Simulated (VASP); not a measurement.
Runs of VASP 6.6.1 on RbBr. The structure is that of space group Fm-3m (No. 225), or close to it. The cells are those of the table. 

| task | cell | k mesh | cutoff (eV) | smearing | gap on the mesh (eV) | pressure (GPa) |
| --- | --- | --- | --- | --- | --- | --- |
| single point | a = 4.844 Å, angles 60.0, 60.0, 90.0°, 2 atoms | 10 × 10 × 10 | 520 | fermi-dirac 0.08 eV | (c) | 0.0 |
| relaxation of cell and atoms | relaxed to 2 GPa from a = 4.844 Å, angles 60.0, 60.0, 90.0°, 2 atoms | 6 × 6 × 6 | 600 | gaussian 0.01 eV | 4.48 | 2.0 |
| single point | a = 5.363 Å, angles 60.0, 60.0, 90.0°, 2 atoms | 6 × 6 × 6 | 520 | gaussian 0.01 eV | (a) | -1.9 |
| single point | a = 4.558 Å, angles 60.0, 60.0, 90.0°, 2 atoms | 6 × 6 × 6 | 520 | gaussian 0.01 eV | 4.68 | 4.1 |
| relaxation of cell and atoms | relaxed to -2 GPa from a = 4.844 Å, angles 60.0, 60.0, 90.0°, 2 atoms | 6 × 6 × 6 | 600 | gaussian 0.01 eV | (b) | -2.0 |

Alike in all rows: level PBEsol; potentials or basis VASP PAW PBE potentials, release 64 (Rb_sv, Br); no spin polarisation.

Task: Estimate the missing entries.

Result: (a) 3.64; (b) 3.58; (c) 4.22.

Caveats: the PAW data sets were made with another functional, which shifts forces and pressure a little; the cell is relaxed towards a set pressure, so the enthalpy falls and the energy may rise (some runs).

A k mesh can miss the band edges, and the runs leave out spin-orbit coupling on Br, Rb.
